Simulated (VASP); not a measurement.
# Ga4AsP3: single point with r2SCAN

Crystal: Ga4AsP3.

```
CELL_PARAMETERS angstrom
3.89379 0.00000 0.00000
0.00000 3.89268 5.50159
0.00000 -3.89268 5.50159
ATOMIC_POSITIONS crystal
P 0.00000 0.99999 0.99999
P 0.50000 0.99982 0.50010
P 0.50000 0.50010 0.99982
As 0.00000 0.50014 0.50014
Ga 0.50000 0.87534 0.87534
Ga 0.00000 0.88188 0.37234
Ga 0.00000 0.37234 0.88188
Ga 0.50000 0.37038 0.37038
```

```json
{
 "Program": "VASP 6.6.1",
 "Task": "single point",
 "Functional": "r2SCAN",
 "Potentials or basis": "VASP PAW PBE potentials, release 64 (P, As, Ga_d)",
 "Cutoff": "520 eV",
 "k mesh": "6 × 4 × 4",
 "Occupations": "gaussian, width 0.01 eV",
 "Spin": "no spin polarisation"
}
```

```
Pressure               : 0.0 GPa
Largest force          : 0.012 eV/Å
Band gap on the k mesh : 1.67 eV (least direct gap 1.70 eV)
```

Forces on the atoms (eV/Å):
```
P    0.000  0.000 -0.002
P    0.000 -0.001 -0.002
P    0.000  0.001 -0.002
As   0.000  0.000 -0.002
Ga   0.000  0.000 -0.001
Ga   0.000  0.004  0.011
Ga   0.000 -0.004  0.011
Ga   0.000  0.000 -0.012
```

Levels at points of the mesh, in eV from the valence-band top:
| k point | band 34 | band 35 | band 36 | band 37 | band 38 | band 39 |
| --- | --- | --- | --- | --- | --- | --- |
| (0.00, 0.00, 0.00) | -0.05 | -0.03 | 0.00 | 1.70 | 1.79 | 1.80 |
| (0.50, 0.00, 0.00) | -3.45 | -1.47 | -1.17 | 3.21 | 3.47 | 4.92 |
| (0.00, 0.50, 0.00) | -0.91 | -0.60 | -0.55 | 2.16 | 2.37 | 2.52 |
| (0.50, 0.50, 0.00) | -2.28 | -2.14 | -1.96 | 2.50 | 2.53 | 2.68 |
| (0.00, 0.50, 0.50) | -1.67 | -1.47 | -1.06 | 2.24 | 2.41 | 3.21 |
| (0.50, 0.50, 0.50) | -1.23 | -1.19 | -1.07 | 1.67 | 1.73 | 1.79 |

Wall time 9.1 min on 1 thread of Oxide Virtual Turin-like Processor, with other jobs on the host, peak memory 0.37 GiB.

Caveat: the PAW data sets were made with another functional, which shifts forces and pressure a little. A k mesh can miss the band edges.
